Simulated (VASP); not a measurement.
Pd:

```
Pd
1.0
    -1.58269    1.58269    1.58269
     1.58269   -1.58269    1.58269
     1.58269    1.58269   -1.58269
Pd
1
Cartesian
  0.0000 0.0000 0.0000
```

Base run:

```yaml
Program: VASP 6.6.1
Functional: r2SCAN
Potentials_or_basis: VASP PAW PBE potentials, release 64 (Pd)
Cutoff: 520 eV
k_mesh: 12 × 12 × 12
Occupations: fermi-dirac, width 0.05 eV
Spin: no spin polarisation
```

Its results: band gap on the k mesh zero (band 5 reaches 9.00 eV, above the bottom of band 6 at 7.41 eV); pressure -8.0 GPa.

Question: After a change of settings the same cell gave: band gap on the k mesh zero (band 5 reaches 8.98 eV, above the bottom of band 6 at 7.49 eV); pressure -12.9 GPa. Which change was it?
A. further incar settings from ALGO = Normal; EDIFF = 1e-06; NBANDS = 11 to ALGO = Normal; EDIFF = 1e-07; NBANDS = 11
B. functional from r2SCAN to PBE
C. functional from r2SCAN to PBEsol
D. functional from r2SCAN to LDA; potentials or basis from VASP PAW PBE potentials, release 64 (Pd) to VASP PAW LDA potentials, release 64 (Pd)

Answer: C.

Caveats: the PAW data sets were made with another functional, which shifts forces and pressure a little.
